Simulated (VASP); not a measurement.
# TiO2 (I4_1/amd) in VASP: further runs

TiO2 is run at these levels: PBE; tasks: single point.

Everything below comes from runs of VASP 6.6.1. Logs are shortened: lines on timing, memory, paths and dates and some standing lists are left out, and cuts for length are marked.

### 1 The cell of the first run

The structure is tetragonal, space group I4_1/amd (No. 141). The conventional cell has a = 3.775 Å, b = 3.775 Å, c = 9.404 Å, α = 90.00°, β = 90.00°, γ = 90.00°. Ti (site symmetry -4m2) has 6 O at 1.92 to 1.98 Å within 2.6 Å. Within 2.6 Å of O (site symmetry 2mm) lie 3 Ti at 1.92 to 1.98 Å and 2 O at 2.48 Å.

### 2 Single point, PBE

Input file INCAR:

```
SYSTEM = TiO2
ALGO = Normal ; EDIFF = 1E-7
ENCUT = 520 ; GGA = PE
ISIF = 2 ; ISMEAR = 0
LASPH = .True. ; LCHARG = .False.
LREAL = .False. ; LWAVE = .False.
NBANDS = 33 ; NELM = 80
PREC = Accurate ; SIGMA = 0.01
```

Input file KPOINTS:

```
k-points
0
Gamma
  6 6 6
  0 0 0
```

Input file POSCAR:

```
TiO2
1.0
   -1.8873432249      1.8873432249      4.7019493861
    1.8873432249     -1.8873432249      4.7019493861
    1.8873432249      1.8873432249     -4.7019493861
Ti O
2 4
Direct
    0.0000000000      0.0000000000      0.0000000000
    0.7500000000      0.2500000000      0.5000000000
    0.2102852698      0.2102852698      0.0000000000
    0.9602852698      0.4602852698      0.5000000000
    0.5397147302      0.0397147302      0.5000000000
    0.7897147302      0.7897147302      0.0000000000
```

Potentials or basis: VASP PAW PBE potentials, release 64 (Ti_sv, O).

Started as:

```console
$ cat potpaw_PBE.64/Ti_sv/POTCAR potpaw_PBE.64/O/POTCAR > POTCAR
$ mpirun -np 1 vasp_std > vasp.out
```

OUTCAR:

```text
SYSTEM = TiO2
   EDIFF = 1E-7
   ENCUT = 520
   GGA = PE
   ISIF = 2
   ISMEAR = 0
   LASPH = .True.
   LREAL = .False.
   NELM = 80
   PREC = Accurate

 ion  position               nearest neighbor table
   1  0.000  0.000  0.000-   4 1.92   5 1.92   5 1.92   4 1.92   6 1.98   3 1.98
   2  0.750  0.250  0.500-   3 1.92   3 1.92   6 1.92   6 1.92   4 1.98   5 1.98
   3  0.210  0.210  0.000-   2 1.92   2 1.92   1 1.98
   4  0.960  0.460  0.500-   1 1.92   1 1.92   2 1.98
   5  0.540  0.040  0.500-   1 1.92   1 1.92   2 1.98
   6  0.790  0.790  0.000-   2 1.92   2 1.92   1 1.98

  LATTYP: Found a body centered tetragonal cell.
 ALAT       =     3.7746864498
 C/A-ratio  =     2.4913059395

  Lattice vectors:

 A1 = (  -1.8873432249,   1.8873432249,   4.7019493861)
 A2 = (   1.8873432249,  -1.8873432249,   4.7019493861)
 A3 = (   1.8873432249,   1.8873432249,  -4.7019493861)

Analysis of symmetry for initial positions (statically):
=====================================================================
 Subroutine PRICEL returns:
 Original cell was already a primitive cell.

 Routine SETGRP: Setting up the symmetry group for a
 body centered tetragonal supercell.

 Subroutine GETGRP returns: Found 16 space group operations
 (whereof  8 operations were pure point group operations)
 out of a pool of 16 trial point group operations.

The static configuration has the point symmetry D_2d.
 The point group associated with its full space group is D_4h.

Analysis of symmetry for dynamics (positions and initial velocities):
=====================================================================
 Subroutine PRICEL returns:
 Original cell was already a primitive cell.

 Routine SETGRP: Setting up the symmetry group for a
 body centered tetragonal supercell.

 Subroutine GETGRP returns: Found 16 space group operations
 (whereof  8 operations were pure point group operations)
 out of a pool of 16 trial point group operations.

The dynamic configuration has the point symmetry D_2d.
 The point group associated with its full space group is D_4h.

 Subroutine INISYM returns: Found 16 space group operations
 (whereof  8 operations are pure point group operations),
 and found     1 'primitive' translations

----------------------------------------------------------------------------------------

                                     Primitive cell

  volume of cell :      66.9946

[... 98 lines left out ...]
   EDIFFG = 0.1E-05   stopping-criterion for IOM
   NSW    =      0    number of steps for IOM
   IBRION =     -1    ionic relax: 0-MD 1-quasi-New 2-CG
   NFREE  =      0    steps in history (QN), initial steepest desc. (CG)
   ISIF   =      2    stress and relaxation
   ISYM   =      2    0-nonsym 1-usesym 2-fastsym
   POTIM  = 0.5000    time-step for ionic-motion
   TEBEG  =    0.0;   TEEND  =   0.0 temperature during run
   PSTRESS=    0.0 pullay stress
   NELECT =      48.0000    total number of electrons
   NUPDOWN=      -1.0000    fix difference up-down
   EMIN   =  10.00;   EMAX   =-10.00  energy-range for DOS
   EFERMI =   0.00;   METHOD = LEGACY
   ISMEAR =     0;   SIGMA  =   0.01  broadening in eV -4-tet -1-fermi 0-gaus
   EFERMI_NEDOS =   21; number of points for ismear=-14 and -15
   IALGO  =     38    algorithm
   IMIX   =      4    mixing-type and parameters
     AMIX     =   0.40;   BMIX     =  1.00
     AMIX_MAG =   1.60;   BMIX_MAG =  1.00
  volume/ion in A,a.u.               =      11.17        75.35
  Fermi-wavevector in a.u.,A,eV,Ry     =   1.464902  2.768264 29.197271  2.145939
  Thomas-Fermi vector in A             =   2.580823
   LORBIT       =      0    0 simple, 1 ext, 2 COOP (PROOUT), +10 PAW based schemes
   GGA     = PE    functional components
   LHFCALC =     F    Hartree Fock is set to
   AEXX    =    0.0000 exact exchange contribution
   IVDW    =     0    specifies the selected vdW correction
   LEPSILON=     F    determine dielectric tensor
   LRPA    =     F    only Hartree local field effects (RPA)
 non-spin polarized calculation
 Gauss-broadening in eV      SIGMA  =   0.01
  energy-cutoff  :      520.00
  volume of cell :       66.99
 maximum number of plane-waves:      1822
   NGX = 21   NGY = 21   NGZ = 21

 number of electron      47.9999990 magnetization

 Free energy of the ion-electron system (eV)
  ---------------------------------------------------
  ext. energy  EPLUGINS =         0.00000000
  ---------------------------------------------------
  free energy    TOTEN  =       -53.77697198 eV

  energy without entropy =      -53.77697198  energy(sigma->0) =      -53.77697198

 E-fermi :   3.7101     XC(G=0): -10.8337

 val. band max:        3.5627609466   @ k =   0.5000   0.5000   0.0000
 cond. band min:       5.6525842798   @ k =   0.0000   0.0000   0.0000
 fundamental gap:      2.0898233332
 Fermi energy:         3.7100881242

 k-point     1 :       0.0000    0.0000    0.0000
  band No.  band energies     occupation
      1     -52.8032      2.00000
      2     -52.7365      2.00000
      3     -29.2868      2.00000
      4     -29.0381      2.00000
      5     -29.0381      2.00000
      6     -28.9599      2.00000
[... 853 lines left out ...]
     32       9.3120      0.00000
     33       9.4734      0.00000

 [... further k-points ...]

------------------------ aborting loop because EDIFF is reached ----------------------------------------

  FORCE on cell =-STRESS in cart. coord.  units (eV):
  Direction    XX          YY          ZZ          XY          YZ          ZX
  --------------------------------------------------------------------------------------
  -------------------------------------------------------------------------------------
  Total        3.6424229      3.6424229      3.6621209      0.0000000     -0.0000000      0.0000000
  in kB       87.1086410     87.1086410     87.5797176      0.0000000     -0.0000000      0.0000000
  external PRESSURE =      87.2656665 kB  Pullay stress =       0.0000000 kB

 VOLUME and BASIS-vectors are now :
 -----------------------------------------------------------------------------
  energy-cutoff  :      520.00
  volume of cell :       66.99
      direct lattice vectors                 reciprocal lattice vectors
    -1.887343225  1.887343225  4.701949386     0.000000000  0.264922667  0.106338873
     1.887343225 -1.887343225  4.701949386     0.264922667  0.000000000  0.106338873
     1.887343225  1.887343225 -4.701949386     0.264922667  0.264922667  0.000000000

 POSITION                                       TOTAL-FORCE (eV/Angst)
 -----------------------------------------------------------------------------------
      0.00000      0.00000      0.00000         0.000000      0.000000     -0.000000
      0.00000      1.88734      2.35097         0.000000      0.000000     -0.000000
      0.00000      0.00000      1.97750         0.000000     -0.000000      0.022741
      0.00000      1.88734      4.32848        -0.000000      0.000000      0.022741
     -0.00000      1.88734      0.37347        -0.000000      0.000000     -0.022741
      0.00000      0.00000      7.42640         0.000000     -0.000000     -0.022741
 -----------------------------------------------------------------------------------
    total drift:                                0.000000      0.000000     -0.000000

  FREE ENERGIE OF THE ION-ELECTRON SYSTEM (eV)
  ---------------------------------------------------
  free  energy   TOTEN  =       -53.7769719798 eV

  energy  without entropy=      -53.7769719798  energy(sigma->0) =      -53.77697198
```

OSZICAR:

```text
N       E                     dE             d eps       ncg     rms          rms(c)
DAV:   1     0.663586222087E+03    0.66359E+03   -0.24168E+04  1980   0.170E+03
DAV:   2     0.290324740671E+02   -0.63455E+03   -0.58849E+03  2153   0.509E+02
DAV:   3    -0.658472655792E+02   -0.94880E+02   -0.93333E+02  2694   0.191E+02
DAV:   4    -0.706150320419E+02   -0.47678E+01   -0.47587E+01  3012   0.413E+01
DAV:   5    -0.707953720436E+02   -0.18034E+00   -0.18032E+00  2509   0.609E+00    0.327E+01
DAV:   6    -0.538539371526E+02    0.16941E+02   -0.76286E+01  2729   0.891E+01    0.107E+01
DAV:   7    -0.539578526099E+02   -0.10392E+00   -0.14073E+01  2596   0.318E+01    0.971E+00
DAV:   8    -0.538183161838E+02    0.13954E+00   -0.54548E-01  2653   0.637E+00    0.664E+00
DAV:   9    -0.538280981447E+02   -0.97820E-02   -0.72191E-01  2751   0.967E+00    0.220E+00
DAV:  10    -0.537864769010E+02    0.41621E-01   -0.30049E-01  2759   0.561E+00    0.904E-01
DAV:  11    -0.537775610529E+02    0.89158E-02   -0.36562E-02  2730   0.128E+00    0.422E-01
DAV:  12    -0.537772558896E+02    0.30516E-03   -0.45571E-03  2343   0.832E-01    0.131E-01
DAV:  13    -0.537769799832E+02    0.27591E-03   -0.10709E-03  2765   0.370E-01    0.294E-02
DAV:  14    -0.537769711422E+02    0.88410E-05   -0.98463E-05  2506   0.766E-02    0.113E-02
DAV:  15    -0.537769716399E+02   -0.49767E-06   -0.84357E-06  2685   0.273E-02    0.604E-03
DAV:  16    -0.537769720235E+02   -0.38361E-06   -0.25650E-06  2377   0.113E-02    0.376E-03
DAV:  17    -0.537769719798E+02    0.43700E-07   -0.23749E-07  2019   0.518E-03
   1 F= -.53776972E+02 E0= -.53776972E+02  d E =-.566172E-98
```

Run time: 80 s. Hardware: 1 thread of Intel Xeon Platinum 8559C (Emerald Rapids), shared host; peak memory 0.25 GiB.

Results:

* Free energy: -53.7770 eV
* Pressure: 8.7 GPa
* Largest force: 0.023 eV/Å
* Band gap on the k mesh: 2.09 eV (least direct gap 2.47 eV)

Forces in eV/Å, atoms in the order of the input:
```
Ti   0.000  0.000  0.000
Ti   0.000  0.000  0.000
O    0.000  0.000  0.023
O    0.000  0.000  0.023
O    0.000  0.000 -0.023
O    0.000  0.000 -0.023
```

Levels at points of the mesh, in eV from the valence-band top:
| k point | band 20 | band 21 | band 22 | band 23 | band 24 | band 25 | band 26 | band 27 | band 28 | band 29 |
| --- | --- | --- | --- | --- | --- | --- | --- | --- | --- | --- |
| (0.00, 0.00, 0.00) | -0.76 | -0.75 | -0.75 | -0.51 | -0.51 | 2.09 | 2.87 | 3.93 | 3.93 | 3.99 |
| (0.50, 0.00, 0.00) | -2.01 | -1.99 | -1.00 | -0.86 | -0.64 | 3.26 | 3.53 | 3.61 | 3.75 | 4.32 |
| (0.50, 0.50, 0.00) | -2.71 | -2.14 | -2.14 | 0.00 | 0.00 | 3.43 | 3.43 | 3.90 | 3.90 | 4.96 |
| (0.50, 0.50, 0.50) | -1.36 | -1.30 | -1.30 | -0.15 | -0.15 | 2.47 | 2.47 | 3.79 | 3.79 | 4.15 |

Caveat: the cell stands under pressure. A k mesh can miss the band edges.

### 3 Single point, PBE

This run uses another cell than the first one, of 11.29 Å³/atom.

Input file INCAR:

```
SYSTEM = TiO2
ALGO = Normal
EDIFF = 1E-7
ENCUT = 520
GGA = PE
ISIF = 2
ISMEAR = 0
LASPH = .TRUE.
LCHARG = .FALSE.
LREAL = .FALSE.
LWAVE = .FALSE.
NBANDS = 33
NELM = 80
PREC = Accurate
SIGMA = 0.01
```

Input file KPOINTS:

```
k-points
0
G
  6 6 6
  0 0 0
```

Input file POSCAR:

```
TiO2
1.0
   -1.8899071658      1.8899071658      4.7396980094
    1.8899071658     -1.8899071658      4.7396980094
    1.8899071658      1.8899071658     -4.7396980094
Ti O
2 4
Direct
    0.0000000000      0.0000000000      0.0000000000
    0.7500000000      0.2500000000      0.5000000000
    0.2092676452      0.2092676452      0.0000000000
    0.9592676452      0.4592676452      0.5000000000
    0.5407323548      0.0407323548      0.5000000000
    0.7907323548      0.7907323548      0.0000000000
```

Potentials or basis: VASP PAW PBE potentials, release 64 (Ti_sv, O).

Started as:

```console
$ cat potpaw_PBE.64/Ti_sv/POTCAR potpaw_PBE.64/O/POTCAR > POTCAR
$ mpirun -np 1 vasp_std > vasp.out
```

OUTCAR:

```text
SYSTEM = TiO2
   EDIFF = 1E-7
   ENCUT = 520
   GGA = PE
   ISIF = 2
   ISMEAR = 0
   LASPH = .TRUE.
   LREAL = .FALSE.
   NELM = 80
   PREC = Accurate

 ion  position               nearest neighbor table
   1  0.000  0.000  0.000-   5 1.93   4 1.93   5 1.93   4 1.93   3 1.98   6 1.98
   2  0.750  0.250  0.500-   6 1.93   3 1.93   6 1.93   3 1.93   4 1.98   5 1.98
   3  0.209  0.209  0.000-   2 1.93   2 1.93   1 1.98
   4  0.959  0.459  0.500-   1 1.93   1 1.93   2 1.98
   5  0.541  0.041  0.500-   1 1.93   1 1.93   2 1.98
   6  0.791  0.791  0.000-   2 1.93   2 1.93   1 1.98

  LATTYP: Found a body centered tetragonal cell.
 ALAT       =     3.7798143316
 C/A-ratio  =     2.5078999091

  Lattice vectors:

 A1 = (  -1.8899071658,   1.8899071658,   4.7396980094)
 A2 = (   1.8899071658,  -1.8899071658,   4.7396980094)
 A3 = (   1.8899071658,   1.8899071658,  -4.7396980094)

Analysis of symmetry for initial positions (statically):
=====================================================================
 Subroutine PRICEL returns:
 Original cell was already a primitive cell.

 Routine SETGRP: Setting up the symmetry group for a
 body centered tetragonal supercell.

 Subroutine GETGRP returns: Found 16 space group operations
 (whereof  8 operations were pure point group operations)
 out of a pool of 16 trial point group operations.

The static configuration has the point symmetry D_2d.
 The point group associated with its full space group is D_4h.

Analysis of symmetry for dynamics (positions and initial velocities):
=====================================================================
 Subroutine PRICEL returns:
 Original cell was already a primitive cell.

 Routine SETGRP: Setting up the symmetry group for a
 body centered tetragonal supercell.

 Subroutine GETGRP returns: Found 16 space group operations
 (whereof  8 operations were pure point group operations)
[... 132 lines left out ...]
  volume/ion in A,a.u.               =      11.29        76.16
  Fermi-wavevector in a.u.,A,eV,Ry     =   1.459681  2.758398 28.989518  2.130669
  Thomas-Fermi vector in A             =   2.576220
   LORBIT       =      0    0 simple, 1 ext, 2 COOP (PROOUT), +10 PAW based schemes
   GGA     = PE    functional components
   LHFCALC =     F    Hartree Fock is set to
   AEXX    =    0.0000 exact exchange contribution
   IVDW    =     0    specifies the selected vdW correction
   LEPSILON=     F    determine dielectric tensor
   LRPA    =     F    only Hartree local field effects (RPA)
 non-spin polarized calculation
 Gauss-broadening in eV      SIGMA  =   0.01
  energy-cutoff  :      520.00
  volume of cell :       67.72
 maximum number of plane-waves:      1834
   NGX = 21   NGY = 21   NGZ = 21

 number of electron      47.9999990 magnetization

 Free energy of the ion-electron system (eV)
  ---------------------------------------------------
  ext. energy  EPLUGINS =         0.00000000
  ---------------------------------------------------
  free energy    TOTEN  =       -53.81191816 eV

  energy without entropy =      -53.81191816  energy(sigma->0) =      -53.81191816

 E-fermi :   3.5568     XC(G=0): -10.7737

 val. band max:        3.4463962102   @ k =   0.5000   0.5000   0.0000
 cond. band min:       5.5566276447   @ k =   0.0000   0.0000   0.0000
 fundamental gap:      2.1102314345
 Fermi energy:         3.5568422022

 k-point     1 :       0.0000    0.0000    0.0000
  band No.  band energies     occupation
      1     -52.9286      2.00000
      2     -52.8662      2.00000
      3     -29.3985      2.00000
      4     -29.1573      2.00000
      5     -29.1573      2.00000
      6     -29.0837      2.00000
[... 853 lines left out ...]
     32       9.1808      0.00000
     33       9.3059      0.00000

 [... further k-points ...]

------------------------ aborting loop because EDIFF is reached ----------------------------------------

  FORCE on cell =-STRESS in cart. coord.  units (eV):
  Direction    XX          YY          ZZ          XY          YZ          ZX
  --------------------------------------------------------------------------------------
  -------------------------------------------------------------------------------------
  Total        2.8172412      2.8172412      2.8310130      0.0000000      0.0000000      0.0000000
  in kB       66.6565781     66.6565781     66.9824208      0.0000000      0.0000000      0.0000000
  external PRESSURE =      66.7651923 kB  Pullay stress =       0.0000000 kB

 VOLUME and BASIS-vectors are now :
 -----------------------------------------------------------------------------
  energy-cutoff  :      520.00
  volume of cell :       67.72
      direct lattice vectors                 reciprocal lattice vectors
    -1.889907166  1.889907166  4.739698009     0.000000000  0.264563260  0.105491953
     1.889907166 -1.889907166  4.739698009     0.264563260  0.000000000  0.105491953
     1.889907166  1.889907166 -4.739698009     0.264563260  0.264563260  0.000000000

 POSITION                                       TOTAL-FORCE (eV/Angst)
 -----------------------------------------------------------------------------------
      0.00000      0.00000      0.00000         0.000000      0.000000      0.000000
      0.00000      1.88991      2.36985         0.000000      0.000000     -0.000000
      0.00000      0.00000      1.98373         0.000000     -0.000000      0.019679
      0.00000      1.88991      4.35358        -0.000000      0.000000      0.019679
      0.00000      1.88991      0.38612        -0.000000      0.000000     -0.019679
      0.00000      0.00000      7.49567         0.000000     -0.000000     -0.019679
 -----------------------------------------------------------------------------------
    total drift:                                0.000000      0.000000     -0.000000

  FREE ENERGIE OF THE ION-ELECTRON SYSTEM (eV)
  ---------------------------------------------------
  free  energy   TOTEN  =       -53.8119181590 eV

  energy  without entropy=      -53.8119181590  energy(sigma->0) =      -53.81191816
```

OSZICAR:

```text
N       E                     dE             d eps       ncg     rms          rms(c)
DAV:   1     0.667460797539E+03    0.66746E+03   -0.24299E+04  1980   0.169E+03
DAV:   2     0.285493267204E+02   -0.63891E+03   -0.59086E+03  2199   0.512E+02
DAV:   3    -0.660261312145E+02   -0.94575E+02   -0.92862E+02  2642   0.191E+02
DAV:   4    -0.707640285653E+02   -0.47379E+01   -0.47286E+01  2997   0.407E+01
DAV:   5    -0.709395364440E+02   -0.17551E+00   -0.17549E+00  2516   0.607E+00    0.324E+01
DAV:   6    -0.538959094736E+02    0.17044E+02   -0.77264E+01  2751   0.889E+01    0.108E+01
DAV:   7    -0.540099558063E+02   -0.11405E+00   -0.14565E+01  2619   0.321E+01    0.958E+00
DAV:   8    -0.538735451347E+02    0.13641E+00   -0.52945E-01  2607   0.607E+00    0.684E+00
DAV:   9    -0.538699397396E+02    0.36054E-02   -0.80756E-01  2697   0.103E+01    0.231E+00
DAV:  10    -0.538214454797E+02    0.48494E-01   -0.35339E-01  2683   0.588E+00    0.884E-01
DAV:  11    -0.538127722417E+02    0.86732E-02   -0.37282E-02  2609   0.132E+00    0.473E-01
DAV:  12    -0.538122705545E+02    0.50169E-03   -0.64914E-03  2435   0.966E-01    0.148E-01
DAV:  13    -0.538119216959E+02    0.34886E-03   -0.11566E-03  2692   0.368E-01    0.206E-02
DAV:  14    -0.538119155350E+02    0.61608E-05   -0.11509E-04  2632   0.923E-02    0.112E-02
DAV:  15    -0.538119180387E+02   -0.25036E-05   -0.15499E-05  2504   0.308E-02    0.669E-03
DAV:  16    -0.538119181954E+02   -0.15670E-06   -0.19258E-06  2394   0.932E-03    0.254E-03
DAV:  17    -0.538119181590E+02    0.36342E-07   -0.18800E-07  2035   0.464E-03
   1 F= -.53811918E+02 E0= -.53811918E+02  d E =-.110028E-56
```

Run time: 85 s. Hardware: 1 thread of Intel Xeon Platinum 8559C (Emerald Rapids), shared host; peak memory 0.25 GiB.

What came out:

```
Free energy            : -53.8119 eV
Pressure               : 6.7 GPa
Largest force          : 0.020 eV/Å
Band gap on the k mesh : 2.11 eV (least direct gap 2.46 eV)
```

Forces on the atoms (eV/Å):
```
Ti   0.000  0.000  0.000
Ti   0.000  0.000  0.000
O    0.000  0.000  0.020
O    0.000  0.000  0.020
O    0.000  0.000 -0.020
O    0.000  0.000 -0.020
```

Caveat: the cell stands under pressure.
